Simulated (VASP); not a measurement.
# Ti3H in VASP: a series of runs

Runs on Ti3H. Level: PBE. Tasks: relaxation of the atoms.

Everything below comes from runs of VASP 6.6.1. Logs are shortened: lines on timing, memory, paths and dates and some standing lists are left out, and cuts for length are marked.

### 1 The cell of the first run

The cell holds a slab with vacuum, 4 atoms: a = 2.908 Å, b = 2.908 Å, c = 19.306 Å, α = 90.00°, β = 90.00°, γ = 90.00°.

### 2 Relaxation of the atoms, PBE

File INCAR:

```
PREC     = Accurate       # precision mode
ENCUT    = 520            # plane-wave cutoff, eV
EDIFF    = 1E-6           # SCF threshold, eV
ISMEAR   = 0              # smearing method
SIGMA    = 0.1            # smearing width, eV
LREAL    = False          # projectors in reciprocal space
LASPH    = True           # aspherical terms in the spheres
NELM     = 100            # most SCF steps
ALGO     = Normal         # electronic algorithm
ISIF     = 2              # what is computed and relaxed
LWAVE    = False          # write WAVECAR
LCHARG   = False          # write CHGCAR
LDIPOL   = True         
IDIPOL   = 3            
DIPOL    = 0.5 0.5 0.350
GGA      = PE             # functional
IBRION   = 2              # ionic algorithm
NSW      = 36             # ionic steps
EDIFFG   = -0.025         # ionic threshold
```

File KPOINTS:

```
regular mesh
0
Gamma
  9 9 1
```

File POSCAR:

```
Ti3H
1.0
    2.9075446922      0.0000000000      0.0000000000
    0.0000000000      2.9075446922      0.0000000000
    0.0000000000      0.0000000000     19.3059825228
Ti H
3 1
Selective dynamics
Direct
    0.5000000000      0.5000000000      0.2071896623  F F F
    0.0000000000      0.0000000000      0.3057583538  F F F
    0.5000000000      0.5000000000      0.4043297208  F F F
    0.5000000000      0.8333333333      0.4809079915  F F T
```

Potentials or basis: VASP PAW PBE potentials, release 64 (Ti_sv, H).

The run is started by

```
$ cat potpaw_PBE.64/Ti_sv/POTCAR potpaw_PBE.64/H/POTCAR > POTCAR
$ mpirun -np 1 vasp_std > vasp.out
```

OUTCAR:

```text
PREC = Accurate
   ENCUT = 520
   EDIFF = 1E-6
   ISMEAR = 0
   LREAL = False
   LASPH = True
   NELM = 100
   ISIF = 2
   GGA = PE
   IBRION = 2
   NSW = 36
   EDIFFG = -0.025

 ion  position               nearest neighbor table
   1  0.500  0.500  0.207-   2 2.80   2 2.80   2 2.80   2 2.80
   2  0.000  0.000  0.306-   1 2.80   1 2.80   1 2.80   1 2.80   3 2.80   3 2.80   3 2.80   3 2.80

   3  0.500  0.500  0.404-   4 1.77   2 2.80   2 2.80   2 2.80   2 2.80
   4  0.500  0.833  0.481-   3 1.77

  LATTYP: Found a simple tetragonal cell.
 ALAT       =     2.9075446922
 C/A-ratio  =     6.6399607114

  Lattice vectors:

 A1 = (   2.9075446922,   0.0000000000,   0.0000000000)
 A2 = (   0.0000000000,   2.9075446922,   0.0000000000)
 A3 = (   0.0000000000,   0.0000000000,  19.3059825228)

Analysis of symmetry for initial positions (statically):
=====================================================================
 Subroutine PRICEL returns:
 Original cell was already a primitive cell.

 Routine SETGRP: Setting up the symmetry group for a
 simple tetragonal supercell.

 Subroutine GETGRP returns: Found  2 space group operations
 (whereof  2 operations were pure point group operations)
 out of a pool of 16 trial point group operations.

The static configuration has the point symmetry C_1h.

Analysis of symmetry for dynamics (positions and initial velocities):
=====================================================================
 Subroutine PRICEL returns:
 Original cell was already a primitive cell.

 Routine SETGRP: Setting up the symmetry group for a
 simple tetragonal supercell.

 Subroutine GETGRP returns: Found  2 space group operations
 (whereof  2 operations were pure point group operations)
 out of a pool of 16 trial point group operations.

The dynamic configuration has the point symmetry C_1h.

Analysis of constrained symmetry for selective dynamics:
=====================================================================
 Subroutine PRICEL returns:
 Original cell was already a primitive cell.

 Routine SETGRP: Setting up the symmetry group for a
 simple tetragonal supercell.

 Subroutine GETGRP returns: Found  2 space group operations
 (whereof  2 operations were pure point group operations)
 out of a pool of 16 trial point group operations.

The constrained configuration has the point symmetry C_1h.

 Subroutine INISYM returns: Found  2 space group operations
 (whereof  2 operations are pure point group operations),
 and found     1 'primitive' translations

----------------------------------------------------------------------------------------

                                     Primitive cell

  volume of cell :     163.2092

  direct lattice vectors                    reciprocal lattice vectors
     2.907544692  0.000000000  0.000000000     0.343932804  0.000000000  0.000000000
     0.000000000  2.907544692  0.000000000     0.000000000  0.343932804  0.000000000
     0.000000000  0.000000000 19.305982523     0.000000000  0.000000000  0.051797416

  length of vectors
     2.907544692  2.907544692 19.305982523     0.343932804  0.343932804  0.051797416

  position of ions in fractional coordinates (direct lattice)
     0.500000000  0.500000000  0.207189662
     0.000000000  0.000000000  0.305758354
     0.500000000  0.500000000  0.404329721
     0.500000000  0.833333333  0.480907991

  ion indices of the primitive-cell ions
   primitive index   ion index
                 1           1
                 2           2
                 3           3
                 4           4

----------------------------------------------------------------------------------------

 KPOINTS: regular mesh

Automatic generation of k-mesh.
 Grid dimensions read from file:
 generate k-points for:    9    9    1

 Generating k-lattice:

  Cartesian coordinates                     Fractional coordinates (reciprocal lattice)
     0.038214756  0.000000000  0.000000000     0.111111111  0.000000000  0.000000000
     0.000000000  0.038214756  0.000000000     0.000000000  0.111111111  0.000000000
     0.000000000  0.000000000  0.051797416     0.000000000  0.000000000  1.000000000

  Length of vectors
     0.038214756  0.038214756  0.051797416

  Shift w.r.t. Gamma in fractional coordinates (k-lattice)
     0.000000000  0.000000000  0.000000000

 Subroutine IBZKPT returns following result:
 ===========================================

 Found     25 irreducible k-points:

 Following reciprocal coordinates:
            Coordinates               Weight
  0.000000  0.000000  0.000000      1.000000
  0.111111  0.000000  0.000000      2.000000
  0.000000  0.111111  0.000000      2.000000
  0.222222  0.000000  0.000000      2.000000
  0.000000  0.222222  0.000000      2.000000
  0.333333  0.000000  0.000000      2.000000
[... 16 lines left out ...]
  0.444444  0.333333  0.000000      4.000000
 -0.333333  0.444444  0.000000      4.000000
   k-points           NKPTS =     25   k-points in BZ     NKDIM =     25   number of bands    NBANDS=     22
   number of dos      NEDOS =    301   number of ions     NIONS =      4
   total plane-waves  NPLWV =  82944
   dimension x,y,z NGX =    24 NGY =   24 NGZ =  144
   dimension x,y,z NGXF=    48 NGYF=   48 NGZF=  288
   ions per type =               3   1
   NGX,Y,Z   is equivalent  to a cutoff of  13.72, 13.72, 12.40 a.u.
   NGXF,Y,Z  is equivalent  to a cutoff of  27.45, 27.45, 24.80 a.u.
 SYSTEM =  unknown system
   PREC   = accura    normal or accurate (medium, high low for compatibility)
   ISTART =      0    job   : 0-new  1-cont  2-samecut
   ICHARG =      2    charge: 1-file 2-atom 10-const
   ISPIN  =      1    spin polarized calculation?
   LNONCOLLINEAR =      F non collinear calculations
   LSORBIT =      F    spin-orbit coupling
   LASPH  =      T    aspherical Exc in radial PAW
   ENCUT  =  520.0 eV  38.22 Ry    6.18 a.u.   5.41  5.41 35.90*2*pi/ulx,y,z
   NELM   =    100;   NELMIN=  2; NELMDL= -5     # of ELM steps
   EDIFF  = 0.1E-05   stopping-criterion for ELM
   LREAL  =      F    real-space projection
   EDIFFG = -.3E-01   stopping-criterion for IOM
   NSW    =     36    number of steps for IOM
   IBRION =      2    ionic relax: 0-MD 1-quasi-New 2-CG
   NFREE  =      1    steps in history (QN), initial steepest desc. (CG)
   ISIF   =      2    stress and relaxation
   ISYM   =      2    0-nonsym 1-usesym 2-fastsym
   POTIM  = 0.5000    time-step for ionic-motion
   TEBEG  =    0.0;   TEEND  =   0.0 temperature during run
   PSTRESS=    0.0 pullay stress
   NELECT =      37.0000    total number of electrons
   NUPDOWN=      -1.0000    fix difference up-down
   EMIN   =  10.00;   EMAX   =-10.00  energy-range for DOS
   EFERMI =   0.00;   METHOD = LEGACY
   ISMEAR =     0;   SIGMA  =   0.10  broadening in eV -4-tet -1-fermi 0-gaus
   EFERMI_NEDOS =   21; number of points for ismear=-14 and -15
   IALGO  =     38    algorithm
   IMIX   =      4    mixing-type and parameters
     AMIX     =   0.40;   BMIX     =  1.00
     AMIX_MAG =   1.60;   BMIX_MAG =  1.00
  volume/ion in A,a.u.               =      40.80       275.35
  Fermi-wavevector in a.u.,A,eV,Ry     =   0.998222  1.886366 13.557489  0.996447
  Thomas-Fermi vector in A             =   2.130431
   LORBIT       =      0    0 simple, 1 ext, 2 COOP (PROOUT), +10 PAW based schemes
   GGA     = PE    functional components
   LHFCALC =     F    Hartree Fock is set to
   AEXX    =    0.0000 exact exchange contribution
   IVDW    =     0    specifies the selected vdW correction
   LEPSILON=     F    determine dielectric tensor
   LRPA    =     F    only Hartree local field effects (RPA)
 conjugate gradient relaxation of ions
 non-spin polarized calculation
 Gauss-broadening in eV      SIGMA  =   0.10
  energy-cutoff  :      520.00
  volume of cell :      163.21
 maximum number of plane-waves:      4439
 NGX is ok and might be reduce to    24
   NGX = 11   NGY = 11   NGZ = 71

 dipolmoment           0.000000      0.000000     -0.132523 electrons x Angstroem

--------------------------------------- Ionic step        1  -------------------------------------------

 number of electron      37.0000014 magnetization

 Free energy of the ion-electron system (eV)
  ---------------------------------------------------
  ext. energy  EPLUGINS =         0.00000000
  ---------------------------------------------------
  free energy    TOTEN  =       -25.09163441 eV

  energy without entropy =      -25.05542062  energy(sigma->0) =      -25.07352751

------------------------ aborting loop because EDIFF is reached ----------------------------------------

  FORCE on cell =-STRESS in cart. coord.  units (eV):
  Direction    XX          YY          ZZ          XY          YZ          ZX
  --------------------------------------------------------------------------------------
  -------------------------------------------------------------------------------------
  Total       -0.9153660     -1.0595398      1.0893527      0.0000000      1.3466836      0.0000000
  in kB       -8.9858804    -10.4011931     10.6938573      0.0000000     13.2199999      0.0000000
  external PRESSURE =      -2.8977387 kB  Pullay stress =       0.0000000 kB
[... 61 lines left out ...]
  energy  without entropy=      -25.0558285202  energy(sigma->0) =      -25.07393915

--------------------------------------- Ionic step        3  -------------------------------------------

 number of electron      37.0000013 magnetization

 dipolmoment           0.000000      0.000000      0.096834 electrons x Angstroem

 Free energy of the ion-electron system (eV)
  ---------------------------------------------------
  ext. energy  EPLUGINS =         0.00000000
  ---------------------------------------------------
  free energy    TOTEN  =       -25.09241466 eV

  energy without entropy =      -25.05617569  energy(sigma->0) =      -25.07429518

 E-fermi :  -0.5094     XC(G=0):  -4.8120

 val. band max:       -0.5209368225   @ k =   0.0000   0.0000   0.0000
 cond. band min:      -0.5016593108   @ k =   0.3333   0.3333   0.0000
 fundamental gap:      0.0192775116
 Fermi energy:        -0.5094458389

 k-point     1 :       0.0000    0.0000    0.0000
  band No.  band energies     occupation
      1     -57.3320      2.00000
      2     -57.2765      2.00000
      3     -56.8925      2.00000
      4     -33.7645      2.00000
      5     -33.5853      2.00000
      6     -33.3848      2.00000
[... 574 lines left out ...]
      6     -33.6664      2.00000
[... 14 lines left out ...]
     21       1.0039      0.00000
     22       1.3190      0.00000

 [... further k-points ...]

------------------------ aborting loop because EDIFF is reached ----------------------------------------

 vacuum level on the upper side and lower side of the slab       (xc-potential included)         1.009        -1.005

  FORCE on cell =-STRESS in cart. coord.  units (eV):
  Direction    XX          YY          ZZ          XY          YZ          ZX
  --------------------------------------------------------------------------------------
  -------------------------------------------------------------------------------------
  Total       -0.9141426     -0.9904679      1.2546727      0.0000000      1.4204774      0.0000000
  in kB       -8.9738709     -9.7231347     12.3167560      0.0000000     13.9444123      0.0000000
  external PRESSURE =      -2.1267499 kB  Pullay stress =       0.0000000 kB

 VOLUME and BASIS-vectors are now :
 -----------------------------------------------------------------------------
  energy-cutoff  :      520.00
  volume of cell :      163.21
      direct lattice vectors                 reciprocal lattice vectors
     2.907544692  0.000000000  0.000000000     0.343932804  0.000000000  0.000000000
     0.000000000  2.907544692  0.000000000     0.000000000  0.343932804  0.000000000
     0.000000000  0.000000000 19.305982523     0.000000000  0.000000000  0.051797416
[... 10 lines left out ...]
  FREE ENERGIE OF THE ION-ELECTRON SYSTEM (eV)
  ---------------------------------------------------
  free  energy   TOTEN  =       -25.0924146620 eV

  energy  without entropy=      -25.0561756906  energy(sigma->0) =      -25.07429518

 reached required accuracy - stopping structural energy minimisation

 vacuum level on the upper side and lower side of the slab         5.320         3.250
```

Run time: 7.5 min. Hardware: 1 thread of Oxide Virtual Turin-like, shared host; peak memory 0.28 GiB.

Results:

```
Free energy               : -25.0924 eV
Energy gained by relaxing : 0.2 meV/atom
Ionic steps               : 3
Band gap on the k mesh    : zero (an odd number of electrons rules out a gap without spin polarisation)
```

The path:
```csv
step,energy change (eV),largest force on free atoms (eV/Å),pressure (GPa)
1,0.0000,0.1010,-0.29
2,-0.0004,0.0693,-0.27
3,-0.0008,0.0002,-0.21
```

Final structure:
```xyz
4
Lattice="2.9075 0.0000 0.0000 0.0000 2.9075 0.0000 0.0000 0.0000 19.3060" Properties=species:S:1:pos:R:3 pbc="T T T"
Ti    1.4538    1.4538    4.0000
Ti    0.0000    0.0000    5.9030
Ti    1.4538    1.4538    7.8060
H     1.4538    2.4230    9.2689
```

### 3 Relaxation of the atoms, PBE

File INCAR:

```
PREC = Accurate
ENCUT = 520
EDIFF = 1E-7
ISMEAR = 0
SIGMA = 0.1
LREAL = False
LASPH = True
NELM = 100
ALGO = Fast
ISIF = 2
LWAVE = False
LCHARG = False
LDIPOL = True
IDIPOL = 3
DIPOL = 0.5 0.5 0.352
GGA = PE
IBRION = 2
NSW = 36
EDIFFG = -0.025
```

File KPOINTS:

```
Automatic mesh
0
Gamma
  9 9 1
```

Changes to POSCAR since step 2:

```diff
@@ -12,2 +12,2 @@
     0.5000000000      0.5000000000      0.4043297208  F F F
-    0.5000000000      0.8333333333      0.4809079915  F F T
+    0.5000000000      0.6666666667      0.4912674746  F F T
```

Potentials or basis: VASP PAW PBE potentials, release 64 (Ti_sv, H).

The run is started by

```
$ cat potpaw_PBE.64/Ti_sv/POTCAR potpaw_PBE.64/H/POTCAR > POTCAR
$ mpirun -np 1 vasp_std > vasp.out
```

It took 9 min on 1 thread of Oxide Virtual Turin-like, shared host; peak memory 0.28 GiB.

It converged, with:

```yaml
Free_energy: -24.6748 eV
Energy_gained_by_relaxing: 0.0 meV/atom
Ionic_steps: 2
Band_gap_on_the_k_mesh: zero (an odd number of electrons rules out a gap without spin polarisation)
```

Final structure:
```
CELL_PARAMETERS angstrom
2.90754 0.00000 0.00000
0.00000 2.90754 0.00000
0.00000 0.00000 19.30598
ATOMIC_POSITIONS crystal
Ti 0.50000 0.50000 0.20719
Ti 0.00000 0.00000 0.30576
Ti 0.50000 0.50000 0.40433
H 0.50000 0.66667 0.49119
```

Levels at points of the mesh, in eV from the Fermi level:
```csv
k point,band 15,band 16,band 17,band 18,band 19,band 20,band 21,band 22
"(0.00, 0.00, 0.00)",-2.64,-2.02,-1.58,-0.54,-0.01,0.81,1.15,1.15
```
